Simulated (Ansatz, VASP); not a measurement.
# Li2H in VASP and in Ansatz

INCAR

```
SYSTEM = Li2H
PREC     = Accurate       ! precision mode
ENCUT    = 600            ! plane-wave cutoff, eV
EDIFF    = 1E-6           ! SCF threshold, eV
ISMEAR   = 0              ! smearing method
SIGMA    = 0.2            ! smearing width, eV
LREAL    = .FALSE.        ! projectors in reciprocal space
LASPH    = .TRUE.         ! aspherical terms in the spheres
NELM     = 100            ! most SCF steps
ALGO     = Normal         ! electronic algorithm
ISIF     = 3              ! what is computed and relaxed
LWAVE    = .FALSE.        ! write WAVECAR
LCHARG   = .FALSE.        ! write CHGCAR
GGA      = PE             ! functional
IBRION   = 2              ! ionic algorithm
NSW      = 80             ! ionic steps
EDIFFG   = -0.025         ! ionic threshold
```

KPOINTS

```
Automatic mesh
0
G
  8 4 4
  0 0 0
```

POSCAR

```
Li2H
1.0
    1.3427231275     -2.4477516090      0.0255550698
   -4.0928364403     -2.4850872668      0.0812463381
    0.0518554777      0.0848908347     -5.1439954751
Li H
4 2
Direct
   -0.0448490676      0.6561203572      0.2233192919
    0.5229759440      0.1581449994      0.2469665192
    0.0477906217      0.6566536498      0.7378609382
    0.4613069960      0.2076591845      0.7911073755
    0.0288995543      0.9920094671     -0.0060593099
    0.4838759517      0.4960790085      0.0068051850
```

Input for Ansatz:

```yaml
crystal:
  lattice:
    - [1.3427231275, -2.447751609, 0.0255550698]
    - [-4.0928364403, -2.4850872668, 0.0812463381]
    - [0.0518554777, 0.0848908347, -5.1439954751]
  atoms:
    - { symbol: Li, position: [-0.0448490676, 0.6561203572, 0.2233192919] }
    - { symbol: Li, position: [0.522975944, 0.1581449994, 0.2469665192] }
    - { symbol: Li, position: [0.0477906217, 0.6566536498, 0.7378609382] }
    - { symbol: Li, position: [0.461306996, 0.2076591845, 0.7911073755] }
    - { symbol: H, position: [0.0288995543, 0.9920094671, -0.0060593099] }
    - { symbol: H, position: [0.4838759517, 0.4960790085, 0.006805185] }
basis:
  ecutwfc: 420
kpoints:
  mp_grid: { grid: [8, 4, 4] }
hamiltonian:
  xc: pbe
scf:
  occupations: { method: gaussian, width: 0.2 }
  lower_state_search: "off"
output:
  forces: true
  stress: true
  eigenvalues: true
relax:
  adjacent_minimum: "off"
  f_tol: 0.025
  max_steps: 60
  cell: { stress_tol: 0.25 }
```

Change from the starting cell: cell x2, atoms moved at random (sigma 0.1 Å) and cell strained at random (1.5 %), then relaxed without symmetry.

Alike in both runs: task relaxation of cell and atoms; functional PBE; k mesh 8 × 4 × 4; occupations gaussian, width 0.2 eV; no spin polarisation.

|  | VASP | Ansatz |
| --- | --- | --- |
| version | VASP 6.6.1 | Ansatz 0.2.0 |
| potentials or method | VASP PAW PBE potentials, release 64 (Li_sv, H), cutoff 600 eV | scalar-relativistic, plane waves, PAW |
| valence electrons in the cell | 14 | 14 |

```csv
,VASP,Ansatz,Ansatz less VASP
"gap on the k mesh at the Fermi level, each at its own relaxed structure (eV)",none,none,-
relaxed volume (Å³/atom),11.65,11.76,+0.105
relaxed length of the cell vector where the two differ most in proportion (Å),4.858,4.154,-0.7042
```

A gap of «none» marks a metal or a gap that the smearing closes.

Noted on VASP's run: the cutoff is under 1.25 times that of the potentials, so the pressure is a little rough.
